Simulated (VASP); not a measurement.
A run of VASP 6.6.1:

File POSCAR:

```
MgO
1.0
    2.5173658230      0.0000000000      0.0000000000
    0.0000000000      2.6233491278      0.0000000000
    0.0000000000      0.0000000000      2.6233491278
Mg O
1 1
Direct
    0.0000000000      0.0000000000      0.0000000000
    0.5000000000      0.5000000000      0.5000000000
```

File INCAR.step1:

```
SYSTEM = MgO
PREC = Accurate
ENCUT = 920
ISMEAR = 0
SIGMA = 0.01
LREAL = .False.
LASPH = .True.
NELM = 120
NBANDS = 15
GGA = PE
ALGO = Normal
EDIFF = 1E-5
LWAVE = .True.
LCHARG = .False.
GGA_COMPAT = .False.
```

The input INCAR.step2:

```
SYSTEM = MgO
PREC = Accurate
ENCUT = 920
EDIFF = 1E-6
ISMEAR = 0
SIGMA = 0.01
LREAL = .False.
LASPH = .True.
NELM = 120
ALGO = Normal
ISIF = 2
LWAVE = .False.
LCHARG = .True.
METAGGA = R2SCAN
LMIXTAU = .True.
LELF = .True.
LVHAR = .True.
NBANDS = 15
ISTART = 1
GGA_COMPAT = .False.
```

The input KPOINTS:

```
regular mesh
0
Gamma
  10 10 10
  0 0 0
```

Potentials or basis: VASP PAW PBE potentials, release 64 (Mg_sv, O).

Launch:

```bash
$ cat potpaw_PBE.64/Mg_sv/POTCAR potpaw_PBE.64/O/POTCAR > POTCAR
$ cp INCAR.step1 INCAR
$ mpirun -np 1 vasp_std > vasp.out
$ cp INCAR.step2 INCAR
$ mpirun -np 1 vasp_std > vasp.out
```

Hardware: 1 thread of Intel(R) Xeon(R) Platinum 8259CL CPU @ 2.50GHz (Skylake/Cascade Lake), on a shared host.

Problem. Estimate the wall time of this run.

Solution. Run time: 3.4 min on 1 thread of Intel(R) Xeon(R) Platinum 8259CL CPU @ 2.50GHz (Skylake/Cascade Lake) (shared host), peak memory 0.21 GiB. Counts: k points 126.
